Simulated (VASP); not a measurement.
# Pb (Pm-3m) in VASP: further runs

Pb is run at these levels: PBEsol; tasks: single point, relaxation of cell and atoms.

Everything below comes from runs of VASP 6.6.1. Logs are shortened: lines on timing, memory, paths and dates and some standing lists are left out, and cuts for length are marked.

## Step 1: The cell of the first run

It takes space group Pm-3m (No. 221, cubic). Conventional cell: a = 3.181 Å, b = 3.181 Å, c = 3.181 Å, α = 90.00°, β = 90.00°, γ = 90.00°. Within 4.2 Å of Pb (site symmetry m-3m) lie 6 Pb at 3.18 Å.

## Step 2: Single point, PBEsol

Contents of INCAR:

```
PREC = Accurate
ENCUT = 520
EDIFF = 1E-6
ISMEAR = -1
SIGMA = 0.05
LREAL = False
LASPH = True
NELM = 100
ALGO = Normal
ISIF = 2
LWAVE = False
LCHARG = False
GGA = PS
NBANDS = 13
```

Contents of KPOINTS:

```
Automatic mesh
0
Gamma
  13 13 13
```

Contents of POSCAR:

```
Pb
1.0
    3.1810394070      0.0000000000      0.0000000000
    0.0000000000      3.1810394070      0.0000000000
    0.0000000000      0.0000000000      3.1810394070
Pb
1
Direct
    0.0000000000      0.0000000000      0.0000000000
```

Potentials or basis: VASP PAW PBE potentials, release 64 (Pb_d).

Command:

```
> cat potpaw_PBE.64/Pb_d/POTCAR > POTCAR
> mpirun -np 1 vasp_std > vasp.out
```

OUTCAR:

```text
PREC = Accurate
   ENCUT = 520
   EDIFF = 1E-6
   ISMEAR = -1
   LREAL = False
   LASPH = True
   NELM = 100
   ISIF = 2
   GGA = PS

 ion  position               nearest neighbor table
   1  0.000  0.000  0.000-

  LATTYP: Found a simple cubic cell.
 ALAT       =     3.1810394070

  Lattice vectors:

 A1 = (   3.1810394070,   0.0000000000,   0.0000000000)
 A2 = (   0.0000000000,   3.1810394070,   0.0000000000)
 A3 = (   0.0000000000,   0.0000000000,   3.1810394070)

Analysis of symmetry for initial positions (statically):
=====================================================================
 Subroutine PRICEL returns:
 Original cell was already a primitive cell.

 Routine SETGRP: Setting up the symmetry group for a
 simple cubic supercell.

 Subroutine GETGRP returns: Found 48 space group operations
[... 9 lines left out ...]

 Routine SETGRP: Setting up the symmetry group for a
 simple cubic supercell.

 Subroutine GETGRP returns: Found 48 space group operations
[... 11 lines left out ...]
                                     Primitive cell

  volume of cell :      32.1890

  direct lattice vectors                    reciprocal lattice vectors
     3.181039407  0.000000000  0.000000000     0.314362657  0.000000000  0.000000000
     0.000000000  3.181039407  0.000000000     0.000000000  0.314362657  0.000000000
     0.000000000  0.000000000  3.181039407     0.000000000  0.000000000  0.314362657

  length of vectors
     3.181039407  3.181039407  3.181039407     0.314362657  0.314362657  0.314362657

  position of ions in fractional coordinates (direct lattice)
     0.000000000  0.000000000  0.000000000

  ion indices of the primitive-cell ions
   primitive index   ion index
                 1           1

----------------------------------------------------------------------------------------

 KPOINTS: Automatic mesh

Automatic generation of k-mesh.
 Grid dimensions read from file:
 generate k-points for:   13   13   13

 Generating k-lattice:

  Cartesian coordinates                     Fractional coordinates (reciprocal lattice)
     0.024181743  0.000000000  0.000000000     0.076923077  0.000000000  0.000000000
     0.000000000  0.024181743  0.000000000     0.000000000  0.076923077  0.000000000
     0.000000000  0.000000000  0.024181743     0.000000000  0.000000000  0.076923077

  Length of vectors
     0.024181743  0.024181743  0.024181743

  Shift w.r.t. Gamma in fractional coordinates (k-lattice)
     0.000000000  0.000000000  0.000000000

 Subroutine IBZKPT returns following result:
 ===========================================

 Found     84 irreducible k-points:

 Following reciprocal coordinates:
            Coordinates               Weight
  0.000000  0.000000  0.000000      1.000000
  0.076923  0.000000  0.000000      6.000000
  0.153846  0.000000  0.000000      6.000000
  0.230769  0.000000  0.000000      6.000000
  0.307692  0.000000  0.000000      6.000000
  0.384615  0.000000  0.000000      6.000000
[... 16 lines left out ...]
  0.307692  0.307692  0.000000     12.000000
  0.384615  0.307692  0.000000     24.000000
 [... further k-points ...]
   k-points           NKPTS =     84   k-points in BZ     NKDIM =     84   number of bands    NBANDS=     13
   number of dos      NEDOS =    301   number of ions     NIONS =      1
   total plane-waves  NPLWV =  13824
   dimension x,y,z NGX =    24 NGY =   24 NGZ =   24
   dimension x,y,z NGXF=    48 NGYF=   48 NGZF=   48
   ions per type =               1
   NGX,Y,Z   is equivalent  to a cutoff of  12.54, 12.54, 12.54 a.u.
   NGXF,Y,Z  is equivalent  to a cutoff of  25.09, 25.09, 25.09 a.u.
 SYSTEM =  unknown system
   PREC   = accura    normal or accurate (medium, high low for compatibility)
   ISTART =      0    job   : 0-new  1-cont  2-samecut
   ICHARG =      2    charge: 1-file 2-atom 10-const
   ISPIN  =      1    spin polarized calculation?
   LNONCOLLINEAR =      F non collinear calculations
   LSORBIT =      F    spin-orbit coupling
   LASPH  =      T    aspherical Exc in radial PAW
   ENCUT  =  520.0 eV  38.22 Ry    6.18 a.u.   5.91  5.91  5.91*2*pi/ulx,y,z
   NELM   =    100;   NELMIN=  2; NELMDL= -5     # of ELM steps
   EDIFF  = 0.1E-05   stopping-criterion for ELM
   LREAL  =      F    real-space projection
   EDIFFG = 0.1E-04   stopping-criterion for IOM
   NSW    =      0    number of steps for IOM
   IBRION =     -1    ionic relax: 0-MD 1-quasi-New 2-CG
   NFREE  =      0    steps in history (QN), initial steepest desc. (CG)
   ISIF   =      2    stress and relaxation
   ISYM   =      2    0-nonsym 1-usesym 2-fastsym
   POTIM  = 0.5000    time-step for ionic-motion
   TEBEG  =    0.0;   TEEND  =   0.0 temperature during run
   PSTRESS=    0.0 pullay stress
   NELECT =      14.0000    total number of electrons
   NUPDOWN=      -1.0000    fix difference up-down
   EMIN   =  10.00;   EMAX   =-10.00  energy-range for DOS
   EFERMI =   0.00;   METHOD = LEGACY
   ISMEAR =    -1;   SIGMA  =   0.05  broadening in eV -4-tet -1-fermi 0-gaus
   EFERMI_NEDOS =   21; number of points for ismear=-14 and -15
   IALGO  =     38    algorithm
   IMIX   =      4    mixing-type and parameters
     AMIX     =   0.40;   BMIX     =  1.00
     AMIX_MAG =   1.60;   BMIX_MAG =  1.00
  volume/ion in A,a.u.               =      32.19       217.22
  Fermi-wavevector in a.u.,A,eV,Ry     =   1.240362  2.343944 20.932535  1.538498
  Thomas-Fermi vector in A             =   2.374806
   LORBIT       =      0    0 simple, 1 ext, 2 COOP (PROOUT), +10 PAW based schemes
   GGA     = PS    functional components
   LHFCALC =     F    Hartree Fock is set to
   AEXX    =    0.0000 exact exchange contribution
   IVDW    =     0    specifies the selected vdW correction
   LEPSILON=     F    determine dielectric tensor
   LRPA    =     F    only Hartree local field effects (RPA)
 non-spin polarized calculation
  energy-cutoff  :      520.00
  volume of cell :       32.19
 maximum number of plane-waves:       891
 NGX is ok and might be reduce to    24
   NGX = 11   NGY = 11   NGZ = 11

 number of electron      14.0000002 magnetization

 Free energy of the ion-electron system (eV)
  ---------------------------------------------------
  ext. energy  EPLUGINS =         0.00000000
  ---------------------------------------------------
  free energy    TOTEN  =        -3.80842744 eV

  energy without entropy =       -3.80342277  energy(sigma->0) =       -3.80592511

 E-fermi :   6.2291     XC(G=0):  -9.9591

 val. band max:        6.2094628101   @ k =   0.4615   0.4615   0.3846
 cond. band min:       6.3153942580   @ k =   0.2308   0.0000   0.0000
 fundamental gap:      0.1059314479
 Fermi energy:         6.2290720162

 k-point     1 :       0.0000    0.0000    0.0000
  band No.  band energies     occupation
      1     -10.9919      2.00000
      2     -10.9919      2.00000
      3     -10.3301      2.00000
      4     -10.3301      2.00000
      5     -10.3301      2.00000
      6      -5.2949      2.00000
      7      11.3077      0.00000
      8      11.3077      0.00000
      9      11.3077      0.00000
     10      14.3080      0.00000
     11      15.7614      0.00000
     12      15.7614      0.00000
     13      24.4803      0.00000

 k-point     2 :       0.0769    0.0000    0.0000
  band No.  band energies     occupation
      1     -10.9899      2.00000
      2     -10.9638      2.00000
      3     -10.3406      2.00000
      4     -10.3406      2.00000
      5     -10.3293      2.00000
      6      -5.2077      2.00000
      7      10.1773      0.00000
      8      11.4105      0.00000
      9      11.4105      0.00000
     10      14.7046      0.00000
     11      15.8058      0.00000
     12      16.6776      0.00000
     13      23.9305      0.00000

 k-point     3 :       0.1538    0.0000    0.0000
  band No.  band energies     occupation
      1     -10.9841      2.00000
      2     -10.8864      2.00000
      3     -10.3694      2.00000
      4     -10.3694      2.00000
      5     -10.3269      2.00000
      6      -4.9459      2.00000
      7       8.2502      0.00000
      8      11.7096      0.00000
      9      11.7096      0.00000
     10      15.0201      0.00000
     11      15.9396      0.00000
     12      18.8376      0.00000
     13      22.8036      0.00000

 k-point     4 :       0.2308    0.0000    0.0000
  band No.  band energies     occupation
      1     -10.9760      2.00000
      2     -10.7789      2.00000
      3     -10.4096      2.00000
      4     -10.4096      2.00000
      5     -10.3236      2.00000
      6      -4.5136      2.00000
      7       6.3154      0.30209
      8      12.1746      0.00000
      9      12.1746      0.00000
     10      15.3488      0.00000
     11      16.1629      0.00000
     12      21.3576      0.00000
     13      21.6086      0.00000

 k-point     5 :       0.3077    0.0000    0.0000
  band No.  band energies     occupation
      1     -10.9673      2.00000
      2     -10.6669      2.00000
      3     -10.4519      2.00000
      4     -10.4519      2.00000
      5     -10.3200      2.00000
      6      -3.9331      2.00000
      7       4.5478      2.00000
      8      12.7463      0.00000
      9      12.7463      0.00000
     10      15.7783      0.00000
     11      16.4723      0.00000
     12      20.5160      0.00000
     13      20.9350      0.00000
[... 257 lines left out ...]
 k-point    22 :       0.4615    0.2308    0.0000
  band No.  band energies     occupation
      1     -10.8257      2.00000
      2     -10.6211      2.00000
      3     -10.4966      2.00000
      4     -10.3917      2.00000
      5     -10.3855      2.00000
      6      -2.0488      2.00000
      7       2.9504      2.00000
      8       8.7182      0.00000
      9      13.0426      0.00000
     10      14.6671      0.00000
     11      17.7273      0.00000
     12      19.0315      0.00000
     13      20.4080      0.00000

 k-point    23 :       0.3077    0.3077    0.0000
  band No.  band energies     occupation
      1     -10.8108      2.00000
      2     -10.6111      2.00000
      3     -10.4405      2.00000
      4     -10.4365      2.00000
      5     -10.4308      2.00000
      6      -2.6179      2.00000
      7       5.8106      1.99954
      8       5.9576      1.99127
      9      13.5713      0.00000
     10      14.2679      0.00000
     11      17.1196      0.00000
     12      20.5077      0.00000
     13      22.0960      0.00000

 k-point    24 :       0.3846    0.3077    0.0000
  band No.  band energies     occupation
      1     -10.7903      2.00000
      2     -10.6561      2.00000
      3     -10.4724      2.00000
      4     -10.4346      2.00000
      5     -10.3383      2.00000
      6      -1.9860      2.00000
      7       4.3986      2.00000
      8       6.4635      0.01823
      9      12.3723      0.00000
     10      14.8816      0.00000
     11      17.6304      0.00000
     12      19.8742      0.00000
     13      21.3509      0.00000

 [... further k-points ...]
[... 5 lines left out ...]
  --------------------------------------------------------------------------------------
  -------------------------------------------------------------------------------------
  Total       -0.0110244     -0.0110244     -0.0110244      0.0000000     -0.0000000     -0.0000000
  in kB       -0.5487284     -0.5487284     -0.5487284      0.0000000     -0.0000000     -0.0000000
  external PRESSURE =      -0.5487284 kB  Pullay stress =       0.0000000 kB

 VOLUME and BASIS-vectors are now :
 -----------------------------------------------------------------------------
  energy-cutoff  :      520.00
  volume of cell :       32.19
      direct lattice vectors                 reciprocal lattice vectors
     3.181039407  0.000000000  0.000000000     0.314362657  0.000000000  0.000000000
     0.000000000  3.181039407  0.000000000     0.000000000  0.314362657  0.000000000
     0.000000000  0.000000000  3.181039407     0.000000000  0.000000000  0.314362657

 POSITION                                       TOTAL-FORCE (eV/Angst)
 -----------------------------------------------------------------------------------
      0.00000      0.00000      0.00000         0.000000      0.000000      0.000000
 -----------------------------------------------------------------------------------
    total drift:                                0.000000     -0.000000     -0.000000

  FREE ENERGIE OF THE ION-ELECTRON SYSTEM (eV)
  ---------------------------------------------------
  free  energy   TOTEN  =        -3.8084274427 eV

  energy  without entropy=       -3.8034227719  energy(sigma->0) =       -3.80592511
```

Run time: 11 s. Hardware: 1 thread of AMD EPYC 9R45 (Zen 5), shared host; peak memory 0.13 GiB.

What came out:

- Free energy: -3.8084 eV
- Pressure: -0.1 GPa
- Band gap on the k mesh: zero (band 7 reaches 11.31 eV, above the bottom of band 8 at 4.40 eV)

Caveat: the PAW data sets were made with another functional, which shifts forces and pressure a little; spin-orbit coupling is left out, which moves the levels of the heavy elements.

## Step 3: Relaxation of cell and atoms, PBEsol

This run uses another cell than the first one, of 32.29 Å³/atom, 1.003 times its volume.

Contents of INCAR:

```
  PREC = Accurate
  ENCUT = 600
  EDIFF = 1E-6
  ISMEAR = -1
  SIGMA = 0.05
  LREAL = F
  LASPH = T
  NELM = 80
  ALGO = Normal
  ISIF = 3
  LWAVE = F
  LCHARG = F
  GGA = PS
  IBRION = 2
  NSW = 60
  EDIFFG = -0.005
```

Contents of KPOINTS:

```
regular mesh
0
Gamma
  13 13 13
```

Contents of POSCAR:

```
Pb
1.0
    3.1845005694      0.0000000000      0.0000000000
    0.0000000000      3.1845005694      0.0000000000
    0.0000000000      0.0000000000      3.1845005694
Pb
1
Direct
    0.0000000000      0.0000000000      0.0000000000
```

Potentials or basis: VASP PAW PBE potentials, release 64 (Pb_d).

Command:

```
> cat potpaw_PBE.64/Pb_d/POTCAR > POTCAR
> mpirun -np 1 vasp_std > vasp.out
```

OUTCAR:

```text
PREC = Accurate
   ENCUT = 600
   EDIFF = 1E-6
   ISMEAR = -1
   LREAL = F
   LASPH = T
   NELM = 80
   ISIF = 3
   GGA = PS
   IBRION = 2
   NSW = 60
   EDIFFG = -0.005

 ion  position               nearest neighbor table
   1  0.000  0.000  0.000-

  LATTYP: Found a simple cubic cell.
 ALAT       =     3.1845005694

  Lattice vectors:

 A1 = (   3.1845005694,   0.0000000000,   0.0000000000)
 A2 = (   0.0000000000,   3.1845005694,   0.0000000000)
 A3 = (   0.0000000000,   0.0000000000,   3.1845005694)

Analysis of symmetry for initial positions (statically):
=====================================================================
 Subroutine PRICEL returns:
 Original cell was already a primitive cell.

 Routine SETGRP: Setting up the symmetry group for a
 simple cubic supercell.

[... 284 lines left out ...]
 fundamental gap:      0.1057761411
 Fermi energy:         6.2187154391

 k-point     1 :       0.0000    0.0000    0.0000
  band No.  band energies     occupation
      1     -11.0013      2.00000
      2     -11.0013      2.00000
      3     -10.3413      2.00000
      4     -10.3413      2.00000
      5     -10.3413      2.00000
      6      -5.2990      2.00000
      7      11.2938      0.00000
      8      11.2938      0.00000
      9      11.2938      0.00000
     10      14.2905      0.00000
     11      15.7454      0.00000
[... 309 lines left out ...]
 k-point    24 :       0.3846    0.3077    0.0000
  band No.  band energies     occupation
      1     -10.8001      2.00000
      2     -10.6662      2.00000
      3     -10.4831      2.00000
      4     -10.4454      2.00000
      5     -10.3493      2.00000
      6      -1.9946      2.00000
      7       4.3902      2.00000
      8       6.4525      0.01846
      9      12.3600      0.00000
     10      14.8626      0.00000
     11      17.6152      0.00000

 [... further k-points ...]
[... 5 lines left out ...]
  --------------------------------------------------------------------------------------
  -------------------------------------------------------------------------------------
  Total        0.0005524      0.0005524      0.0005524      0.0000000     -0.0000000      0.0000000
  in kB        0.0274696      0.0274696      0.0274696      0.0000000     -0.0000000      0.0000000
  external PRESSURE =       0.0274696 kB  Pullay stress =       0.0000000 kB
[... 16 lines left out ...]
  FREE ENERGIE OF THE ION-ELECTRON SYSTEM (eV)
  ---------------------------------------------------
  free  energy   TOTEN  =        -3.8085477074 eV

  energy  without entropy=       -3.8035318096  energy(sigma->0) =       -3.80603976

 reached required accuracy - stopping structural energy minimisation
```

OSZICAR:

```text
N       E                     dE             d eps       ncg     rms          rms(c)
DAV:   1     0.108618626835E+03    0.10862E+03   -0.79709E+03  1854   0.162E+03
DAV:   2     0.130954303166E+01   -0.10731E+03   -0.10511E+03  1884   0.343E+02
DAV:   3    -0.369801596701E+01   -0.50076E+01   -0.49717E+01  2221   0.847E+01
DAV:   4    -0.381891405135E+01   -0.12090E+00   -0.12078E+00  2144   0.144E+01
[... 22 lines left out ...]
       N       E                     dE             d eps       ncg     rms          rms(c)
DAV:   1    -0.380862777305E+01   -0.77778E-04   -0.24535E-03  2139   0.111E+00    0.461E-02
DAV:   2    -0.380855811152E+01    0.69662E-04   -0.14289E-04  2148   0.265E-01    0.163E-02
DAV:   3    -0.380854806051E+01    0.10051E-04   -0.41555E-05  2308   0.135E-01    0.132E-03
DAV:   4    -0.380854770742E+01    0.35309E-06   -0.46773E-07   966   0.869E-03
   4 F= -.38085477E+01 E0= -.38060398E+01  d E =-.355585E-04
```

CONTCAR:

```text
Pb
   1.00000000000000
     3.1820824729753538    0.0000000000000000   -0.0000000000000000
     0.0000000000000000    3.1820824729753538    0.0000000000000000
    -0.0000000000000000   -0.0000000000000000    3.1820824729753538
  Pb
     1
Direct
     0.0000000000000000    0.0000000000000000    0.0000000000000000

  0.00000000E+00  0.00000000E+00  0.00000000E+00
```

Run time: 48 s. Hardware: 1 thread of Intel Xeon Platinum 8259CL at 2.50GHz (Skylake/Cascade Lake), shared host; peak memory 0.18 GiB.

What came out:

```
Free energy                            : -3.8085 eV
Relaxed volume                         : 32.22 Å³/atom
Relaxed cell                           : a = 3.182 Å, b = 3.182 Å, c = 3.182 Å, α = 90.00°, β = 90.00°, γ = 90.00°
Space group after relaxing (to 0.05 Å) : Pm-3m (No. 221)
Energy gained by relaxing              : 0.0 meV/atom
Ionic steps                            : 4
Pressure after relaxing                : 0.0 GPa
Band gap on the k mesh                 : zero (band 7 reaches 11.29 eV, above the bottom of band 8 at 4.39 eV)
```

Final structure:
```cif
data_structure
_symmetry_space_group_name_H-M 'P 1'
_symmetry_Int_Tables_number 1
_cell_length_a 3.1821
_cell_length_b 3.1821
_cell_length_c 3.1821
_cell_angle_alpha 90.000
_cell_angle_beta 90.000
_cell_angle_gamma 90.000
_cell_volume 32.22
loop_
_atom_site_label
_atom_site_type_symbol
_atom_site_fract_x
_atom_site_fract_y
_atom_site_fract_z
_atom_site_occupancy
Pb1 Pb 0.00000 0.00000 0.00000 1
```

Caveat: the PAW data sets were made with another functional, which shifts forces and pressure a little; spin-orbit coupling is left out, which moves the levels of the heavy elements.
